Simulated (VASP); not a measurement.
# MgO (P6_3/mmc) in VASP: further runs, part 2 of 2

VASP 6.6.1.

**5. Single point, PBE (volume 11.199 Å^3 an atom, c/a of the conventional cell 1.2432)**

The input, INCAR:

```
PREC = Accurate ; ENCUT = 520
EDIFF = 1E-6 ; ISMEAR = 0
SIGMA = 0.05 ; LREAL = False
LASPH = True ; NELM = 80
ALGO = Normal ; ISIF = 2
LWAVE = False ; LCHARG = False
GGA = PE ; NBANDS = 16
```

The input, KPOINTS:

```
regular mesh
0
Gamma
  9 9 6
```

The input, POSCAR:

```
MgO
1.0
    3.4651539504      0.0000000000      0.0000000000
   -1.7325769752      3.0009113490      0.0000000000
    0.0000000000      0.0000000000      4.3078793911
Mg O
2 2
Direct
    0.6666666667      0.3333333333      0.7500000000
    0.3333333333      0.6666666667      0.2500000000
    0.6666666667      0.3333333333      0.2500000000
    0.3333333333      0.6666666667      0.7500000000
```

Potentials or basis: VASP PAW PBE potentials, release 64 (Mg, O).

Command:

```bash
$ cat potpaw_PBE.64/Mg/POTCAR potpaw_PBE.64/O/POTCAR > POTCAR
$ mpirun -np 1 vasp_std > vasp.out
```

OUTCAR:

```text
PREC = Accurate
   ENCUT = 520
   EDIFF = 1E-6
   ISMEAR = 0
   LREAL = False
   LASPH = True
   NELM = 80
   ISIF = 2
   GGA = PE

 ion  position               nearest neighbor table
   1  0.667  0.333  0.750-   4 2.00   4 2.00   4 2.00   3 2.15   3 2.15   2 2.94   2 2.94   2 2.94
                             2 2.94   2 2.94   2 2.94
   2  0.333  0.667  0.250-   3 2.00   3 2.00   3 2.00   4 2.15   4 2.15   1 2.94   1 2.94   1 2.94
                             1 2.94   1 2.94   1 2.94
   3  0.667  0.333  0.250-   2 2.00   2 2.00   2 2.00   1 2.15   1 2.15
   4  0.333  0.667  0.750-   1 2.00   1 2.00   1 2.00   2 2.15   2 2.15

  LATTYP: Found a hexagonal cell.
 ALAT       =     3.4651539504
 C/A-ratio  =     1.2432000000

  Lattice vectors:

 A1 = (   3.4651539504,   0.0000000000,   0.0000000000)
 A2 = (  -1.7325769752,   3.0009113490,   0.0000000000)
 A3 = (   0.0000000000,   0.0000000000,   4.3078793911)

Analysis of symmetry for initial positions (statically):
=====================================================================
 Subroutine PRICEL returns:
 Original cell was already a primitive cell.

[... 172 lines left out ...]
  free energy    TOTEN  =       -23.65647977 eV

  energy without entropy =      -23.65647977  energy(sigma->0) =      -23.65647977

 E-fermi :   2.1947     XC(G=0): -10.0017

 val. band max:        1.9443774520   @ k =   0.0000   0.0000   0.0000
 cond. band min:       5.2428779768   @ k =   0.0000   0.0000   0.0000
 fundamental gap:      3.2985005247
 Fermi energy:         2.1946946523

 k-point     1 :       0.0000    0.0000    0.0000
  band No.  band energies     occupation
      1     -14.9540      2.00000
      2     -13.6627      2.00000
      3      -1.7455      2.00000
      4       0.2494      2.00000
      5       0.2494      2.00000
      6       1.0732      2.00000
[... 433 lines left out ...]
      3      -1.5136      2.00000
      4      -0.8648      2.00000
      5      -0.8648      2.00000
      6       0.6501      2.00000
[... 8 lines left out ...]
     15      15.6417      0.00000
     16      18.3512      0.00000

 [... further k-points ...]
[... 5 lines left out ...]
  --------------------------------------------------------------------------------------
  -------------------------------------------------------------------------------------
  Total        0.9377830      0.9377830     -0.5087297     -0.0000000      0.0000000     -0.0000000
  in kB       33.5408213     33.5408213    -18.1952678     -0.0000000      0.0000000     -0.0000000
  external PRESSURE =      16.2954583 kB  Pullay stress =       0.0000000 kB

 VOLUME and BASIS-vectors are now :
 -----------------------------------------------------------------------------
  energy-cutoff  :      520.00
  volume of cell :       44.80
      direct lattice vectors                 reciprocal lattice vectors
     3.465153950  0.000000000  0.000000000     0.288587467  0.166616052  0.000000000
    -1.732576975  3.000911349  0.000000000     0.000000000  0.333232103  0.000000000
     0.000000000  0.000000000  4.307879391     0.000000000  0.000000000  0.232132776

 POSITION                                       TOTAL-FORCE (eV/Angst)
 -----------------------------------------------------------------------------------
      1.73258      1.00030      3.23091         0.000000     -0.000000      0.000000
     -0.00000      2.00061      1.07697         0.000000      0.000000      0.000000
      1.73258      1.00030      1.07697        -0.000000     -0.000000      0.000000
     -0.00000      2.00061      3.23091        -0.000000      0.000000      0.000000
 -----------------------------------------------------------------------------------
    total drift:                               -0.000000      0.000000     -0.000000

  FREE ENERGIE OF THE ION-ELECTRON SYSTEM (eV)
  ---------------------------------------------------
  free  energy   TOTEN  =       -23.6564797690 eV

  energy  without entropy=      -23.6564797690  energy(sigma->0) =      -23.65647977
```

OSZICAR:

```text
N       E                     dE             d eps       ncg     rms          rms(c)
DAV:   1     0.607854387515E+02    0.60785E+02   -0.76835E+03  1544   0.895E+02
DAV:   2    -0.237972468014E+02   -0.84583E+02   -0.78216E+02  2184   0.196E+02
DAV:   3    -0.276190543045E+02   -0.38218E+01   -0.38111E+01  1736   0.428E+01
DAV:   4    -0.276349878659E+02   -0.15934E-01   -0.15933E-01  1832   0.321E+00
DAV:   5    -0.276350679377E+02   -0.80072E-04   -0.80071E-04  1752   0.217E-01    0.112E+01
DAV:   6    -0.237176005611E+02    0.39175E+01   -0.10482E+01  1600   0.250E+01    0.360E+00
DAV:   7    -0.236715282656E+02    0.46072E-01   -0.15210E-01  1560   0.316E+00    0.213E+00
DAV:   8    -0.236582965789E+02    0.13232E-01   -0.93788E-02  1568   0.329E+00    0.518E-01
DAV:   9    -0.236555916747E+02    0.27049E-02   -0.58702E-03  1848   0.696E-01    0.117E-01
DAV:  10    -0.236564597680E+02   -0.86809E-03   -0.90055E-04  1536   0.202E-01    0.307E-02
DAV:  11    -0.236564811815E+02   -0.21414E-04   -0.24989E-05  1672   0.354E-02    0.194E-02
DAV:  12    -0.236564799450E+02    0.12364E-05   -0.90952E-06  1552   0.240E-02    0.308E-03
DAV:  13    -0.236564797690E+02    0.17608E-06   -0.61141E-07  1032   0.601E-03
   1 F= -.23656480E+02 E0= -.23656480E+02  d E =-.756533E-15
```

stdout:

```text
POSCAR found type information on POSCAR MgO
 POSCAR found :  2 types and       4 ions
 scaLAPACK will be used
 LDA part: xc-table for (Slater+PW92), standard interpolation
 POSCAR, INCAR and KPOINTS ok, starting setup
 FFT: planning ... GRIDC
 FFT: planning ... GRID_SOFT
 FFT: planning ... GRID
 WAVECAR not read
 entering main loop
```

It took 35 s on 1 thread of Intel Xeon 6975P-C (Granite Rapids), shared host; peak memory 0.18 GiB.

What came out:

```yaml
Free_energy: -23.6565 eV
Pressure: 1.6 GPa
Band_gap_on_the_k_mesh: 3.30 eV, direct
```

Stress tensor (GPa, compression positive):
```
 3.35  0.00  0.00
 0.00  3.35  0.00
 0.00  0.00 -1.82
```

**6. The runs side by side**

| cell | gap on the mesh (eV) | pressure (GPa) |
| --- | --- | --- |
| a = 3.578, b = 3.578, c = 3.976 Å, angles 90.0, 90.0, 120.0°, 4 atoms | 3.52 | 6.0 |
| a = 3.540, b = 3.540, c = 4.061 Å, angles 90.0, 90.0, 120.0°, 4 atoms | 3.48 | 4.6 |
| a = 3.465, b = 3.465, c = 4.239 Å, angles 90.0, 90.0, 120.0°, 4 atoms | 3.40 | 3.7 |
| a = 3.465, b = 3.465, c = 4.308 Å, angles 90.0, 90.0, 120.0°, 4 atoms | 3.30 | 1.6 |

Alike in all rows: task single point; level PBE; potentials or basis VASP PAW PBE potentials, release 64 (Mg, O); no spin polarisation; k mesh 9 × 9 × 6; cutoff (eV) 520; smearing gaussian 0.05 eV.

Total energies depend on the potentials used, so only differences within one code and one set of settings carry meaning.
